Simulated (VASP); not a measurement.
# Ta2Si (I-42m) in VASP: single point with PBEsol

Aim: the single point of Ta2Si with PBEsol.

Everything below comes from runs of VASP 6.6.1. Logs are shortened: lines on timing, memory, paths and dates and some standing lists are left out, and cuts for length are marked.

## Step 1: The cell of the first run

It takes space group I-42m (No. 121, tetragonal). The conventional cell has a = 6.137 Å, b = 6.137 Å, c = 5.040 Å, α = 90.00°, β = 90.00°, γ = 90.00°. Within 3.4 Å of Ta (site symmetry m) lie 4 Si at 2.57 to 2.68 Å and 11 Ta at 2.83 to 3.40 Å. Si (site symmetry 222) has 2 Si at 2.52 Å and 8 Ta at 2.57 to 2.68 Å within 3.3 Å.

## Step 2: Single point, PBEsol (mode 9 (158.6 1/cm) frozen in, largest displacement +0.113 Å)

INCAR

```
SYSTEM = Ta2Si
PREC = Accurate
ENCUT = 520
EDIFF = 1E-6
ISMEAR = 0
SIGMA = 0.15
LREAL = .False.
LASPH = .True.
NELM = 60
ALGO = Fast
ISIF = 2
LWAVE = .False.
LCHARG = .False.
GGA = PS
NBANDS = 35
```

KPOINTS

```
Automatic mesh
0
Gamma
  12 12 12
  0 0 0
```

POSCAR

```
Ta2Si
1.0
   -3.0683767195      3.0683767195      2.5198993614
    3.0683767195     -3.0683767195      2.5198993614
    3.0683767195      3.0683767195     -2.5198993614
Ta Si
4 2
Direct
    0.6853885139      0.8592561262      0.5000000000
    0.8146114861      0.3146114861      0.1738676123
    0.3592561262      0.1853885139      0.5000000000
    0.1407438738      0.6407438738      0.8261323878
    0.2500000000      0.2500000000      0.0000000000
    0.7500000000      0.7500000000      0.0000000000
```

Potentials or basis: VASP PAW PBE potentials, release 64 (Ta_pv, Si).

Run with:

```bash
$ cat potpaw_PBE.64/Ta_pv/POTCAR potpaw_PBE.64/Si/POTCAR > POTCAR
$ mpirun -np 1 vasp_std > vasp.out
```

OUTCAR:

```text
SYSTEM = Ta2Si
   PREC = Accurate
   ENCUT = 520
   EDIFF = 1E-6
   ISMEAR = 0
   LREAL = .False.
   LASPH = .True.
   NELM = 60
   ISIF = 2
   GGA = PS

 ion  position               nearest neighbor table
   1  0.685  0.859  0.500-   5 2.57   6 2.57   6 2.68   5 2.68   3 2.83   3 2.94   3 2.94   2 3.05
                             4 3.05   4 3.26   2 3.26   2 3.26   4 3.26   2 3.40   4 3.40
   2  0.815  0.315  0.174-   6 2.57   5 2.57   5 2.68   6 2.68   4 2.83   4 2.94   4 2.94   1 3.05
                             3 3.05   3 3.26   3 3.26   1 3.26   1 3.26   3 3.40   1 3.40
   3  0.359  0.185  0.500-   6 2.57   5 2.57   5 2.68   6 2.68   1 2.83   1 2.94   1 2.94   2 3.05
                             4 3.05   4 3.26   2 3.26   2 3.26   4 3.26   2 3.40   4 3.40
   4  0.141  0.641  0.826-   5 2.57   6 2.57   6 2.68   5 2.68   2 2.83   2 2.94   2 2.94   1 3.05
                             3 3.05   3 3.26   1 3.26   3 3.26   1 3.26   3 3.40   1 3.40
   5  0.250  0.250  0.000-   6 2.52   6 2.52   4 2.57   3 2.57   1 2.57   2 2.57   3 2.68   2 2.68
                             1 2.68   4 2.68
   6  0.750  0.750  0.000-   5 2.52   5 2.52   4 2.57   1 2.57   3 2.57   2 2.57   1 2.68   3 2.68
                             2 2.68   4 2.68

  LATTYP: Found a body centered tetragonal cell.
 ALAT       =     6.1367534390
 C/A-ratio  =     0.8212483641

  Lattice vectors:

 A1 = (  -3.0683767195,   3.0683767195,   2.5198993614)
 A2 = (   3.0683767195,  -3.0683767195,   2.5198993614)
 A3 = (   3.0683767195,   3.0683767195,  -2.5198993614)

Analysis of symmetry for initial positions (statically):
=====================================================================
 Subroutine PRICEL returns:
 Original cell was already a primitive cell.

 Routine SETGRP: Setting up the symmetry group for a
 body centered tetragonal supercell.

 Subroutine GETGRP returns: Found  8 space group operations
 (whereof  4 operations were pure point group operations)
 out of a pool of 16 trial point group operations.

The static configuration has the point symmetry S_4 .
 The point group associated with its full space group is D_2d.

Analysis of symmetry for dynamics (positions and initial velocities):
=====================================================================
 Subroutine PRICEL returns:
 Original cell was already a primitive cell.

 Routine SETGRP: Setting up the symmetry group for a
 body centered tetragonal supercell.

 Subroutine GETGRP returns: Found  8 space group operations
 (whereof  4 operations were pure point group operations)
 out of a pool of 16 trial point group operations.

The dynamic configuration has the point symmetry S_4 .
 The point group associated with its full space group is D_2d.

 Subroutine INISYM returns: Found  8 space group operations
 (whereof  4 operations are pure point group operations),
 and found     1 'primitive' translations

----------------------------------------------------------------------------------------

                                     Primitive cell

  volume of cell :      94.8988

  direct lattice vectors                    reciprocal lattice vectors
    -3.068376719  3.068376719  2.519899361     0.000000000  0.162952612  0.198420623
     3.068376719 -3.068376719  2.519899361     0.162952612  0.000000000  0.198420623
     3.068376719  3.068376719 -2.519899361     0.162952612  0.162952612  0.000000000

  length of vectors
     5.017944218  5.017944218  5.017944218     0.256757273  0.256757273  0.230449793

  position of ions in fractional coordinates (direct lattice)
     0.685388514  0.859256126  0.500000000
     0.814611486  0.314611486  0.173867612
     0.359256126  0.185388514  0.500000000
     0.140743874  0.640743874  0.826132388
     0.250000000  0.250000000  0.000000000
     0.750000000  0.750000000  0.000000000

  ion indices of the primitive-cell ions
   primitive index   ion index
                 1           1
                 2           2
                 3           3
                 4           4
                 5           5
                 6           6

----------------------------------------------------------------------------------------

 KPOINTS: Automatic mesh

Automatic generation of k-mesh.
 Grid dimensions read from file:
 generate k-points for:   12   12   12

 Generating k-lattice:

  Cartesian coordinates                     Fractional coordinates (reciprocal lattice)
     0.000000000  0.013579384  0.016535052     0.083333333  0.000000000  0.000000000
     0.013579384  0.000000000  0.016535052     0.000000000  0.083333333  0.000000000
     0.013579384  0.013579384  0.000000000     0.000000000  0.000000000  0.083333333

  Length of vectors
     0.021396439  0.021396439  0.019204149

  Shift w.r.t. Gamma in fractional coordinates (k-lattice)
     0.000000000  0.000000000  0.000000000

 Subroutine IBZKPT returns following result:
 ===========================================

 Found    163 irreducible k-points:

 Following reciprocal coordinates:
            Coordinates               Weight
  0.000000  0.000000  0.000000      1.000000
  0.083333  0.000000  0.000000      8.000000
  0.166667 -0.000000  0.000000      8.000000
  0.250000  0.000000  0.000000      8.000000
  0.333333  0.000000  0.000000      8.000000
  0.416667 -0.000000  0.000000      8.000000
[... 16 lines left out ...]
  0.500000  0.166667  0.000000     16.000000
 -0.416667  0.166667 -0.000000     16.000000
 [... further k-points ...]
   k-points           NKPTS =    163   k-points in BZ     NKDIM =    163   number of bands    NBANDS=     35
   number of dos      NEDOS =    301   number of ions     NIONS =      6
   total plane-waves  NPLWV =  64000
   dimension x,y,z NGX =    40 NGY =   40 NGZ =   40
   dimension x,y,z NGXF=    80 NGYF=   80 NGZF=   80
   ions per type =               4   2
   NGX,Y,Z   is equivalent  to a cutoff of  13.25, 13.25, 13.25 a.u.
   NGXF,Y,Z  is equivalent  to a cutoff of  26.50, 26.50, 26.50 a.u.
 SYSTEM =  Ta2Si
   PREC   = accura    normal or accurate (medium, high low for compatibility)
   ISTART =      0    job   : 0-new  1-cont  2-samecut
   ICHARG =      2    charge: 1-file 2-atom 10-const
   ISPIN  =      1    spin polarized calculation?
   LNONCOLLINEAR =      F non collinear calculations
   LSORBIT =      F    spin-orbit coupling
   LASPH  =      T    aspherical Exc in radial PAW
   ENCUT  =  520.0 eV  38.22 Ry    6.18 a.u.   9.33  9.33  9.33*2*pi/ulx,y,z
   NELM   =     60;   NELMIN=  2; NELMDL= -5     # of ELM steps
   EDIFF  = 0.1E-05   stopping-criterion for ELM
   LREAL  =      F    real-space projection
   EDIFFG = 0.1E-04   stopping-criterion for IOM
   NSW    =      0    number of steps for IOM
   IBRION =     -1    ionic relax: 0-MD 1-quasi-New 2-CG
   NFREE  =      0    steps in history (QN), initial steepest desc. (CG)
   ISIF   =      2    stress and relaxation
   ISYM   =      2    0-nonsym 1-usesym 2-fastsym
   POTIM  = 0.5000    time-step for ionic-motion
   TEBEG  =    0.0;   TEEND  =   0.0 temperature during run
   PSTRESS=    0.0 pullay stress
   NELECT =      52.0000    total number of electrons
   NUPDOWN=      -1.0000    fix difference up-down
   EMIN   =  10.00;   EMAX   =-10.00  energy-range for DOS
   EFERMI =   0.00;   METHOD = LEGACY
   ISMEAR =     0;   SIGMA  =   0.15  broadening in eV -4-tet -1-fermi 0-gaus
   EFERMI_NEDOS =   21; number of points for ismear=-14 and -15
   IALGO  =     68    algorithm
   IMIX   =      4    mixing-type and parameters
     AMIX     =   0.40;   BMIX     =  1.00
     AMIX_MAG =   1.60;   BMIX_MAG =  1.00
  volume/ion in A,a.u.               =      15.82       106.73
  Fermi-wavevector in a.u.,A,eV,Ry     =   1.339643  2.531558 24.417607  1.794644
  Thomas-Fermi vector in A             =   2.468019
   LORBIT       =      0    0 simple, 1 ext, 2 COOP (PROOUT), +10 PAW based schemes
   GGA     = PS    functional components
   LHFCALC =     F    Hartree Fock is set to
   AEXX    =    0.0000 exact exchange contribution
   IVDW    =     0    specifies the selected vdW correction
   LEPSILON=     F    determine dielectric tensor
   LRPA    =     F    only Hartree local field effects (RPA)
 non-spin polarized calculation
 RMM-DIIS sequential band-by-band and
 Gauss-broadening in eV      SIGMA  =   0.15
  energy-cutoff  :      520.00
  volume of cell :       94.90
 maximum number of plane-waves:      2589
 NGX is ok and might be reduce to    40
   NGX = 19   NGY = 19   NGZ = 19

 number of electron      51.9999996 magnetization

 Free energy of the ion-electron system (eV)
  ---------------------------------------------------
  ext. energy  EPLUGINS =         0.00000000
  ---------------------------------------------------
  free energy    TOTEN  =       -64.90801847 eV

  energy without entropy =      -64.86703767  energy(sigma->0) =      -64.88752807

 E-fermi :   7.5370     XC(G=0): -12.5905

 val. band max:        7.5358837829   @ k =  -0.4167   0.4167   0.1667
 cond. band min:       7.5390803742   @ k =   0.2500   0.1667   0.0000
 fundamental gap:      0.0031965913
 Fermi energy:         7.5369862214

 k-point     1 :       0.0000    0.0000    0.0000
  band No.  band energies     occupation
      1     -26.9563      2.00000
      2     -26.9563      2.00000
      3     -26.9123      2.00000
      4     -26.8614      2.00000
      5     -26.8151      2.00000
      6     -26.8151      2.00000
[... 27 lines left out ...]
     34      12.3267      0.00000
     35      13.1645      0.00000

 k-point     2 :       0.0833    0.0000    0.0000
  band No.  band energies     occupation
      1     -26.9692      2.00000
      2     -26.9627      2.00000
      3     -26.9258      2.00000
      4     -26.8432      2.00000
      5     -26.8093      2.00000
      6     -26.8024      2.00000
[... 27 lines left out ...]
     34      12.1828      0.00000
     35      12.9810      0.00000

 k-point     3 :       0.1667   -0.0000    0.0000
  band No.  band energies     occupation
      1     -26.9969      2.00000
      2     -26.9792      2.00000
      3     -26.9405      2.00000
      4     -26.8176      2.00000
      5     -26.8061      2.00000
      6     -26.7917      2.00000
[... 27 lines left out ...]
     34      11.9967      0.00000
     35      12.6267      0.00000

 k-point     4 :       0.2500    0.0000    0.0000
  band No.  band energies     occupation
      1     -27.0250      2.00000
      2     -26.9982      2.00000
      3     -26.9420      2.00000
      4     -26.8237      2.00000
      5     -26.7905      2.00000
      6     -26.7629      2.00000
[... 27 lines left out ...]
     34      11.9005      0.00000
     35      12.1645      0.00000

 k-point     5 :       0.3333    0.0000    0.0000
  band No.  band energies     occupation
      1     -27.0469      2.00000
      2     -27.0145      2.00000
      3     -26.9255      2.00000
      4     -26.8329      2.00000
      5     -26.7869      2.00000
      6     -26.7282      2.00000
[... 638 lines left out ...]
 k-point    22 :       0.4167    0.1667    0.0000
  band No.  band energies     occupation
      1     -27.0639      2.00000
      2     -26.9917      2.00000
      3     -26.9061      2.00000
      4     -26.8401      2.00000
      5     -26.8084      2.00000
      6     -26.7397      2.00000
[... 27 lines left out ...]
     34      11.0381      0.00000
     35      11.6633      0.00000

 k-point    23 :       0.5000    0.1667    0.0000
  band No.  band energies     occupation
      1     -27.0560      2.00000
      2     -26.9861      2.00000
      3     -26.9159      2.00000
      4     -26.8554      2.00000
      5     -26.7809      2.00000
      6     -26.7457      2.00000
[... 27 lines left out ...]
     34      11.2577      0.00000
     35      11.5201      0.00000

 k-point    24 :      -0.4167    0.1667   -0.0000
  band No.  band energies     occupation
      1     -27.0427      2.00000
      2     -26.9770      2.00000
      3     -26.9321      2.00000
      4     -26.8438      2.00000
      5     -26.7784      2.00000
      6     -26.7576      2.00000
[... 27 lines left out ...]
     34      11.4375      0.00000
     35      11.6448      0.00000

 [... further k-points ...]
[... 5 lines left out ...]
  --------------------------------------------------------------------------------------
  -------------------------------------------------------------------------------------
  Total        1.3663262      1.3663262      0.9092601      0.0000000      0.0000000      0.0000000
  in kB       23.0677078     23.0677078     15.3510533      0.0000000      0.0000000      0.0000000
  external PRESSURE =      20.4954896 kB  Pullay stress =       0.0000000 kB

 VOLUME and BASIS-vectors are now :
 -----------------------------------------------------------------------------
  energy-cutoff  :      520.00
  volume of cell :       94.90
      direct lattice vectors                 reciprocal lattice vectors
    -3.068376719  3.068376719  2.519899361     0.000000000  0.162952612  0.198420623
     3.068376719 -3.068376719  2.519899361     0.162952612  0.000000000  0.198420623
     3.068376719  3.068376719 -2.519899361     0.162952612  0.162952612  0.000000000

 POSITION                                       TOTAL-FORCE (eV/Angst)
 -----------------------------------------------------------------------------------
      2.06768      1.00070      2.63240        -0.016474      0.016474     -1.837577
     -1.00070      2.06768      2.40740        -0.016474     -0.016474      1.837577
      1.00070      2.06768      0.11250         0.016474     -0.016474     -1.837577
      4.06907      1.00070     -0.11250         0.016474      0.016474      1.837577
      0.00000      0.00000      1.25995        -0.000000     -0.000000     -0.000000
      0.00000      0.00000      3.77985        -0.000000     -0.000000      0.000000
 -----------------------------------------------------------------------------------
    total drift:                                0.000000      0.000000      0.000000

  FREE ENERGIE OF THE ION-ELECTRON SYSTEM (eV)
  ---------------------------------------------------
  free  energy   TOTEN  =       -64.9080184664 eV

  energy  without entropy=      -64.8670376746  energy(sigma->0) =      -64.88752807
```

It took 7.1 min on 1 thread of Intel Xeon 6975P-C (Granite Rapids), shared host; peak memory 0.54 GiB.

What came out:

```yaml
Free_energy: -64.9080 eV
Pressure: 2.0 GPa
Largest_force: 1.838 eV/Å
Band_gap_on_the_k_mesh: zero (band 26 reaches 7.97 eV, above the bottom of band 27 at 7.16 eV)
```

Forces on the atoms (eV/Å):
```
Ta  -0.016  0.016 -1.838
Ta  -0.016 -0.016  1.838
Ta   0.016 -0.016 -1.838
Ta   0.016  0.016  1.838
Si   0.000  0.000  0.000
Si   0.000  0.000  0.000
```

Caveat: the cell differs from its parent crystal (mode 9 (158.6 1/cm) frozen in, largest displacement +0.113 Å); the PAW data sets were made with another functional, which shifts forces and pressure a little; spin-orbit coupling is left out, which moves the levels of the heavy elements.
